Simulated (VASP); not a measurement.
Set up this calculation in VASP 6.6.1, as the native input.

| Property | Result |
| --- | --- |
| Task | relaxation of cell and atoms |
| Functional | PBEsol |
| Potentials or basis | VASP PAW PBE potentials, release 64 (Ta_pv) |
| Cutoff | 600 eV |
| k mesh | 8 × 8 × 8 |
| Occupations | gaussian, width 0.1 eV |
| Spin | no spin polarisation |
| Target pressure | 10.6 GPa |
| Dipole correction | no |
| Further INCAR settings | ALGO = Fast; EDIFF = 1e-06; IBRION = 2; EDIFFG = -0.05; NSW = 80; ISIF = 3 |

The structure of Ta lies in POSCAR:

```
Ta
1.0
   -1.6512800000      1.6512800000      1.6512800000
    1.6512800000     -1.6512800000      1.6512800000
    1.6512800000      1.6512800000     -1.6512800000
Ta
1
Direct
    0.0000000000      0.0000000000      0.0000000000
```

One way to write it, as run:

INCAR

```
SYSTEM = Ta
PREC     = Accurate       ! precision mode
ENCUT    = 600            ! plane-wave cutoff, eV
EDIFF    = 1E-6           ! SCF threshold, eV
ISMEAR   = 0              ! smearing method
SIGMA    = 0.1            ! smearing width, eV
LREAL    = .False.        ! projectors in reciprocal space
LASPH    = .True.         ! aspherical terms in the spheres
NELM     = 60             ! most SCF steps
ALGO     = Fast           ! electronic algorithm
ISIF     = 3              ! what is computed and relaxed
LWAVE    = .False.        ! write WAVECAR
LCHARG   = .False.        ! write CHGCAR
GGA      = PS             ! functional
IBRION   = 2              ! ionic algorithm
NSW      = 80             ! ionic steps
EDIFFG   = -0.05          ! ionic threshold
PSTRESS  = 106.0
```

KPOINTS

```
regular mesh
0
Gamma
  8 8 8
  0 0 0
```

Potentials or basis: VASP PAW PBE potentials, release 64 (Ta_pv).

Command:

```bash
$ cat potpaw_PBE.64/Ta_pv/POTCAR > POTCAR
$ mpirun -np 1 vasp_std > vasp.out
```

It gave:

```json
{
  "Relaxed volume": "16.81 Å³/atom",
  "Relaxed cell": "a = 2.795 Å, b = 2.795 Å, c = 2.795 Å, α = 109.47°, β = 109.47°, γ = 109.47°",
  "Space group after relaxing (to 0.05 Å)": "Im-3m (No. 229)",
  "Energy change on relaxing (the enthalpy is what falls)": "+13.5 meV/atom",
  "Ionic steps": "4",
  "Pressure after relaxing": "10.2 GPa"
}
```

Caveat: the cell is relaxed towards a set pressure, so the enthalpy falls and the energy may rise; the PAW data sets were made with another functional, which shifts forces and pressure a little.

Run time: 27 s on 1 thread of Intel Xeon 8259CL (shared host), peak memory 0.15 GiB.
